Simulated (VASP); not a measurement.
TaVN2, 4 atoms in the cell. Symmetry: P4/mmm, No. 123, tetragonal system. Conventional cell: a = 3.009 Å, b = 3.009 Å, c = 4.238 Å, α = 90.00°, β = 90.00°, γ = 90.00°. Ta (site symmetry 4/mmm) has 6 N at 2.12 to 2.13 Å within 2.8 Å. Within 2.8 Å of V (site symmetry 4/mmm) lie 6 N at 2.12 to 2.13 Å. Within 2.8 Å of N (site symmetry 4/mmm) lie 2 V at 2.12 Å and 4 Ta at 2.13 Å. N (site symmetry 4/mmm) has 2 Ta at 2.12 Å and 4 V at 2.13 Å within 2.8 Å. 

* Program: VASP 6.6.1
* Task: single point
* Functional: LDA
* Potentials or basis: VASP PAW LDA potentials, release 64 (Ta_pv, V_sv, N)
* Cutoff: 520 eV
* k mesh: 9 × 9 × 6
* Occupations: fermi-dirac, width 0.05 eV
* Spin: collinear spin, ferromagnetic start
* Starting moments: [0.0, 2.0, 0.0, 0.0] μB
* Dipole correction: no
* Further INCAR settings: ALGO = Normal; EDIFF = 1e-06; NBANDS = 29

Potentials or basis: VASP PAW LDA potentials, release 64 (Ta_pv, V_sv, N).

Run with:

```console
$ cat potpaw_LDA.64/Ta_pv/POTCAR potpaw_LDA.64/V_sv/POTCAR potpaw_LDA.64/N/POTCAR > POTCAR
$ mpirun -np 1 vasp_std > vasp.out
```

Hardware: 1 thread of Intel Xeon 8259CL, on a shared host.

Question: Estimate the wall time of this run.

Answer: Wall time 2.1 min on 1 thread of Intel Xeon 8259CL (shared host), peak memory 0.22 GiB. Counts: scf iterations 18, k points 60.
